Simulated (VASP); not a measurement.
Write the native input for VASP 6.6.1 that does the following.

```
Task                   : single point
Functional             : PBE
Potentials or basis    : VASP PAW PBE potentials, release 64 (Sb)
Cutoff                 : 520 eV
k mesh                 : 12 × 6 × 6
Occupations            : gaussian, width 0.1 eV
Spin                   : no spin polarisation
Dipole correction      : no
Further INCAR settings : ALGO = Normal; EDIFF = 1e-07; NBANDS = 20
```

The structure of Sb lies in POSCAR:

```
Sb
1.0
    3.0841501426      0.0000000000      0.0000000000
    0.0000000000      6.2610259558      0.0000000000
    0.0000000000      0.0000000000      8.5549129779
Sb
5
Direct
    0.5000000000      0.7513602611      0.3183116544
    0.5000000000      0.2486397389      0.3183116544
    0.5000000000      0.7513602611      0.6816883456
    0.5000000000      0.2486397389      0.6816883456
    0.5000000000      0.5000000000      0.0000000000
```

These files were run (other wordings do the same):

INCAR

```
SYSTEM = Sb
PREC     = Accurate       ! precision mode
ENCUT    = 520            ! plane-wave cutoff, eV
EDIFF    = 1E-7           ! SCF threshold, eV
ISMEAR   = 0              ! smearing method
SIGMA    = 0.1            ! smearing width, eV
LREAL    = .FALSE.        ! projectors in reciprocal space
LASPH    = .TRUE.         ! aspherical terms in the spheres
NELM     = 60             ! most SCF steps
ALGO     = Normal         ! electronic algorithm
ISIF     = 2              ! what is computed and relaxed
LWAVE    = .FALSE.        ! write WAVECAR
LCHARG   = .TRUE.         ! write CHGCAR
GGA      = PE             ! functional
LELF     = .TRUE.         ! ELF
LVHAR    = .TRUE.       
NBANDS   = 20             ! bands
```

KPOINTS

```
regular mesh
0
G
  12 6 6
  0 0 0
```

Potentials or basis: VASP PAW PBE potentials, release 64 (Sb).

The run is started by

```sh
$ cat potpaw_PBE.64/Sb/POTCAR > POTCAR
$ mpirun -np 1 vasp_std > vasp.out
```

Results of the run:

```
Pressure : 0.0 GPa
```

It took 100 s on 1 thread of Intel(R) Xeon(R) 6975P-C (Granite Rapids), with other jobs on the host, peak memory 0.43 GiB.
